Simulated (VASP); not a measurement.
# SiO2 (Pn-3m) in VASP: notebook, part 2 of 2

VASP 6.6.1. The steps go on from the part before.

## Step 3: Relaxation of cell and atoms, PBE

This run uses another cell than the first one, of 13.43 Å³/atom.

Contents of INCAR:

```
PREC = Accurate
ENCUT = 600
EDIFF = 1E-6
ISMEAR = 0
SIGMA = 0.1
LREAL = False
LASPH = True
NELM = 60
ALGO = Normal
ISIF = 3
LWAVE = False
LCHARG = False
GGA = PE
IBRION = 2
NSW = 90
EDIFFG = -0.04
```

Contents of KPOINTS:

```
Automatic mesh
0
Gamma
  4 4 4
```

Contents of POSCAR:

```
SiO2
1.0
    4.3194676920      0.0000000000      0.0000000000
    0.0000000000      4.3194676920      0.0000000000
    0.0000000000      0.0000000000      4.3194676920
Si O
2 4
Direct
    0.0000000000      0.0000000000      0.0000000000
    0.5000000000      0.5000000000      0.5000000000
    0.2500000000      0.2500000000      0.2500000000
    0.2500000000      0.7500000000      0.7500000000
    0.7500000000      0.7500000000      0.2500000000
    0.7500000000      0.2500000000      0.7500000000
```

Potentials or basis: VASP PAW PBE potentials, release 64 (Si, O).

Launch:

```sh
> cat potpaw_PBE.64/Si/POTCAR potpaw_PBE.64/O/POTCAR > POTCAR
> mpirun -np 1 vasp_std > vasp.out
```

OUTCAR:

```text
PREC = Accurate
   ENCUT = 600
   EDIFF = 1E-6
   ISMEAR = 0
   LREAL = False
   LASPH = True
   NELM = 60
   ISIF = 3
   GGA = PE
   IBRION = 2
   NSW = 90
   EDIFFG = -0.04

 ion  position               nearest neighbor table
   1  0.000  0.000  0.000-   3 1.87   4 1.87   5 1.87   6 1.87
   2  0.500  0.500  0.500-   3 1.87   4 1.87   5 1.87   6 1.87
   3  0.250  0.250  0.250-   1 1.87   2 1.87
   4  0.250  0.750  0.750-   1 1.87   2 1.87
   5  0.750  0.750  0.250-   1 1.87   2 1.87
   6  0.750  0.250  0.750-   1 1.87   2 1.87

  LATTYP: Found a simple cubic cell.
 ALAT       =     4.3194676920

  Lattice vectors:

 A1 = (   4.3194676920,   0.0000000000,   0.0000000000)
 A2 = (   0.0000000000,   4.3194676920,   0.0000000000)
 A3 = (   0.0000000000,   0.0000000000,   4.3194676920)

Analysis of symmetry for initial positions (statically):
=====================================================================
 Subroutine PRICEL returns:
 Original cell was already a primitive cell.

 Routine SETGRP: Setting up the symmetry group for a
 simple cubic supercell.

 Subroutine GETGRP returns: Found 48 space group operations
 (whereof 24 operations were pure point group operations)
 out of a pool of 48 trial point group operations.

The static configuration has the point symmetry T_d .
 The point group associated with its full space group is O_h .

Analysis of symmetry for dynamics (positions and initial velocities):
[... 139 lines left out ...]
  energy-cutoff  :      600.00
  volume of cell :       80.59
 maximum number of plane-waves:      2730
 NGX is ok and might be reduce to    36
   NGX = 17   NGY = 17   NGZ = 17

--------------------------------------- Ionic step        1  -------------------------------------------

 number of electron      32.0000002 magnetization

 Free energy of the ion-electron system (eV)
  ---------------------------------------------------
  ext. energy  EPLUGINS =         0.00000000
  ---------------------------------------------------
  free energy    TOTEN  =       -40.09511795 eV

  energy without entropy =      -40.09183861  energy(sigma->0) =      -40.09347828

 E-fermi :   1.7295     XC(G=0):  -9.5747

 val. band max:        1.6821916298   @ k =   0.5000   0.5000   0.5000
 cond. band min:       2.2056517678   @ k =   0.5000   0.5000   0.5000
 fundamental gap:      0.5234601380
 Fermi energy:         1.7295408268

 k-point     1 :       0.0000    0.0000    0.0000
  band No.  band energies     occupation
      1     -16.3275      2.00000
      2     -14.8216      2.00000
      3     -14.8216      2.00000
      4     -14.8216      2.00000
      5      -7.1866      2.00000
      6      -3.0742      2.00000
[... 338 lines left out ...]
--------------------------------------- Ionic step        4  -------------------------------------------

 number of electron      31.9999994 magnetization

 Free energy of the ion-electron system (eV)
  ---------------------------------------------------
  ext. energy  EPLUGINS =         0.00000000
  ---------------------------------------------------
  free energy    TOTEN  =       -45.23100206 eV

  energy without entropy =      -45.23100206  energy(sigma->0) =      -45.23100206

 E-fermi :   5.6637     XC(G=0): -11.3150

 val. band max:        5.1956727297   @ k =   0.5000   0.5000   0.5000
 cond. band min:       9.7164716256   @ k =   0.0000   0.0000   0.0000
 fundamental gap:      4.5207988959
 Fermi energy:         5.6636675308

 k-point     1 :       0.0000    0.0000    0.0000
  band No.  band energies     occupation
      1     -15.1314      2.00000
      2     -12.2540      2.00000
      3     -12.2540      2.00000
      4     -12.2540      2.00000
      5      -4.8846      2.00000
      6      -0.5681      2.00000
[... 252 lines left out ...]
  FREE ENERGIE OF THE ION-ELECTRON SYSTEM (eV)
  ---------------------------------------------------
  free  energy   TOTEN  =       -45.2310020649 eV

  energy  without entropy=      -45.2310020649  energy(sigma->0) =      -45.23100206

 reached required accuracy - stopping structural energy minimisation
```

OSZICAR:

```text
N       E                     dE             d eps       ncg     rms          rms(c)
DAV:   1     0.183376969533E+03    0.18338E+03   -0.17601E+04   400   0.161E+03
DAV:   2    -0.333755748926E+02   -0.21675E+03   -0.20736E+03   556   0.311E+02
DAV:   3    -0.462571018319E+02   -0.12882E+02   -0.12780E+02   452   0.823E+01
[... 36 lines left out ...]
DAV:   3    -0.452310822441E+02    0.18382E-03   -0.12075E-03   428   0.247E-01    0.756E-02
DAV:   4    -0.452310039233E+02    0.78321E-04   -0.13712E-04   432   0.906E-02    0.199E-02
DAV:   5    -0.452310003584E+02    0.35649E-05   -0.15423E-05   440   0.300E-02    0.120E-02
DAV:   6    -0.452310024201E+02   -0.20617E-05   -0.10305E-06   208   0.733E-03    0.414E-03
DAV:   7    -0.452310020649E+02    0.35526E-06   -0.97619E-08   212   0.283E-03
   4 F= -.45231002E+02 E0= -.45231002E+02  d E =-.513588E+01
```

CONTCAR:

```text
SiO2
   1.00000000000000
     3.8079999908153228    0.0000000000000000   -0.0000000000000000
    -0.0000000000000000    3.8079999908153228   -0.0000000000000000
    -0.0000000000000000    0.0000000000000000    3.8079999908153228
  Si              O
     2     4
Direct
     0.0000000000000000    1.0000000000000000    0.0000000000000000
     0.5000000000000000    0.5000000000000000    0.5000000000000000
     0.2500000000000000    0.2500000000000000    0.2500000000000000
     0.2500000000000000    0.7500000000000000    0.7500000000000000
     0.7500000000000000    0.7500000000000000    0.2500000000000000
     0.7500000000000000    0.2500000000000000    0.7500000000000000

  0.00000000E+00  0.00000000E+00  0.00000000E+00
  0.00000000E+00  0.00000000E+00  0.00000000E+00
  0.00000000E+00  0.00000000E+00  0.00000000E+00
  0.00000000E+00  0.00000000E+00  0.00000000E+00
  0.00000000E+00  0.00000000E+00  0.00000000E+00
  0.00000000E+00  0.00000000E+00  0.00000000E+00
```

Run time: 79 s. Hardware: 1 thread of Intel Xeon Platinum 8175M at 2.50GHz (Skylake/Cascade Lake), shared host; peak memory 0.21 GiB.

Results:

```yaml
Free_energy: -45.2310 eV
Relaxed_volume: 9.20 Å³/atom
Relaxed_cell: a = 3.808 Å, b = 3.808 Å, c = 3.808 Å, α = 90.00°, β = 90.00°, γ = 90.00°
Space_group_after_relaxing_to_0.1_Å: Pn-3m (No. 224)
Energy_gained_by_relaxing: 856.0 meV/atom
Ionic_steps: 4
Pressure_after_relaxing: -0.2 GPa
Band_gap_on_the_k_mesh: 4.52 eV (least direct gap 5.09 eV)
```

Step by step:
```tsv
step	energy change (eV)	largest force (eV/Å)	pressure (GPa)	volume (Å³)
1	0.0000	0.0000	-44.86	80.59
2	-2.4067	0.0000	95.83	44.21
3	-5.1323	0.0000	-2.32	55.66
4	-5.1359	0.0000	-0.22	55.22
```

Final structure:
```
Si O
1.0
     3.80800    0.00000    0.00000
     0.00000    3.80800    0.00000
     0.00000    0.00000    3.80800
Si O
2 4
Direct
  0.00000 0.00000 0.00000
  0.50000 0.50000 0.50000
  0.25000 0.25000 0.25000
  0.25000 0.75000 0.75000
  0.75000 0.75000 0.25000
  0.75000 0.25000 0.75000
```

Levels at points of the mesh, in eV from the valence-band top:
| k point | band 14 | band 15 | band 16 | band 17 | band 18 | band 19 |
| --- | --- | --- | --- | --- | --- | --- |
| (0.00, 0.00, 0.00) | -0.57 | -0.57 | -0.57 | 4.52 | 5.44 | 5.44 |
| (0.50, 0.00, 0.00) | -1.40 | -1.03 | -1.03 | 7.26 | 7.26 | 8.31 |
| (0.50, 0.50, 0.00) | -1.07 | -0.40 | -0.40 | 9.12 | 9.12 | 10.10 |
| (0.50, 0.50, 0.50) | 0.00 | 0.00 | 0.00 | 6.33 | 9.57 | 9.57 |

Caveat: the volume moved by over 15 % at a fixed basis, so the end points are rough. A k mesh can miss the band edges.

## Step 4: Relaxation of cell and atoms, PBE

Contents of INCAR:

```
PREC = Accurate
ENCUT = 600
EDIFF = 1E-6
ISMEAR = 0
SIGMA = 0.02
LREAL = F
LASPH = T
NELM = 100
ALGO = Normal
ISIF = 3
LWAVE = F
LCHARG = F
GGA = PE
IBRION = 2
NSW = 100
EDIFFG = -0.01
```

Contents of KPOINTS:

```
regular mesh
0
Gamma
  6 6 6
```

POSCAR, as its differences from that of step 3:

```diff
@@ -2,5 +2,5 @@
 1.0
-    4.3194676920      0.0000000000      0.0000000000
-    0.0000000000      4.3194676920      0.0000000000
-    0.0000000000      0.0000000000      4.3194676920
+    3.8079024833      0.0000000000      0.0000000000
+    0.0000000000      3.8079024833      0.0000000000
+    0.0000000000      0.0000000000      3.8079024833
 Si O
```

Launch:

```sh
> cat potpaw_PBE.64/Si/POTCAR potpaw_PBE.64/O/POTCAR > POTCAR
> mpirun -np 1 vasp_std > vasp.out
```

It took 58 s on 1 thread of Intel Xeon Platinum 8175M at 2.50GHz (Skylake/Cascade Lake), shared host; peak memory 0.17 GiB.

Results (log left out):

* Free energy: -45.1598 eV
* Relaxed volume: 9.19 Å³/atom
* Relaxed cell: a = 3.806 Å, b = 3.806 Å, c = 3.806 Å, α = 90.00°, β = 90.00°, γ = 90.00°
* Space group after relaxing (to 0.1 Å): Pn-3m (No. 224)
* Energy gained by relaxing: 0.0 meV/atom
* Ionic steps: 3
* Pressure after relaxing: 0.0 GPa
* Band gap on the k mesh: 4.54 eV (least direct gap 5.11 eV)

Final structure:
```xyz
6
Lattice="3.8061 0.0000 0.0000 0.0000 3.8061 0.0000 0.0000 0.0000 3.8061" Properties=species:S:1:pos:R:3 pbc="T T T"
Si    0.0000    0.0000    0.0000
Si    1.9031    1.9031    1.9031
O     0.9515    0.9515    0.9515
O     0.9515    2.8546    2.8546
O     2.8546    2.8546    0.9515
O     2.8546    0.9515    2.8546
```

Levels at points of the mesh, in eV from the valence-band top:
```
           k point  band 12  band 13  band 14  band 15  band 16  band 17  band 18  band 19  band 20
(0.00, 0.00, 0.00)    -1.04    -1.04    -0.57    -0.57    -0.57     4.54     5.44     5.44     5.44
(0.50, 0.00, 0.00)    -3.07    -1.40    -1.40    -1.04    -1.04     7.28     7.28     8.31     8.31
(0.50, 0.50, 0.00)    -2.83    -1.07    -1.07    -0.40    -0.40     9.14     9.14    10.02    10.03
(0.50, 0.50, 0.50)    -0.68    -0.68     0.00     0.00     0.00     6.35     9.58     9.58     9.58
```

A k mesh can miss the band edges.

## Step 5: Summary

```tsv
task	cell	k mesh	cutoff (eV)	smearing	gap on the mesh (eV)	pressure (GPa)	relaxed volume (Å³/atom)
single point	a = 3.808 Å, 6 atoms	6 × 6 × 6	520	gaussian 0.02 eV	4.52	0.0	-
relaxation of cell and atoms	relaxed from a = 4.319 Å, 6 atoms	4 × 4 × 4	600	gaussian 0.1 eV	4.52	-0.2	9.20
relaxation of cell and atoms	relaxed from a = 3.808 Å, 6 atoms	6 × 6 × 6	600	gaussian 0.02 eV	4.54	0.0	9.19
```

Alike in all rows: level PBE; potentials or basis VASP PAW PBE potentials, release 64 (Si, O); no spin polarisation.

Caveats: the volume moved by over 15 % at a fixed basis, so the end points are rough (at least some runs).

Total energies depend on the potentials used, so only differences within one code and one set of settings carry meaning.
